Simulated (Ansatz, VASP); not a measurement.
## Two plane-wave programs on ZrC

```
Zr C
1.0
     3.34047    0.00000    0.00000
    -1.67024    2.89293    0.00000
     0.00000    0.00000   10.80121
Zr C
4 4
Direct
  0.00000 0.00000 0.00000
  0.33333 0.66667 0.25000
  0.00000 0.00000 0.50000
  0.66667 0.33333 0.75000
  0.66667 0.33333 0.12352
  0.66667 0.33333 0.37648
  0.33333 0.66667 0.62352
  0.33333 0.66667 0.87648
```

Alike in both runs: functional PBE; k mesh 12 × 12 × 5; occupations gaussian, width 0.1 eV; no spin polarisation.

Ansatz relaxed the structure, and its values are those at the end. VASP's run is a single point on that final structure, the one shown.

|  | VASP | Ansatz |
| --- | --- | --- |
| version | VASP 6.6.1 | Ansatz 0.2.0 |
| potentials or method | VASP PAW PBE potentials, release 64 (Zr_sv, C), cutoff 520 eV | scalar-relativistic, plane waves, PAW |
| valence electrons in the cell | 64 | 64 |

VASP gave:

| Quantity | Value |
| --- | --- |
| gap on the k mesh at the Fermi level (eV) | none |
| pressure (GPa) | 0.3 |

Q: Which values does Ansatz return?

A: gap on the k mesh at the Fermi level (eV): none; pressure (GPa): 0.0.

A gap of «none» marks a metal or a gap that the smearing closes. With one functional, cell and mesh, what is left measures potentials, basis and numerics.
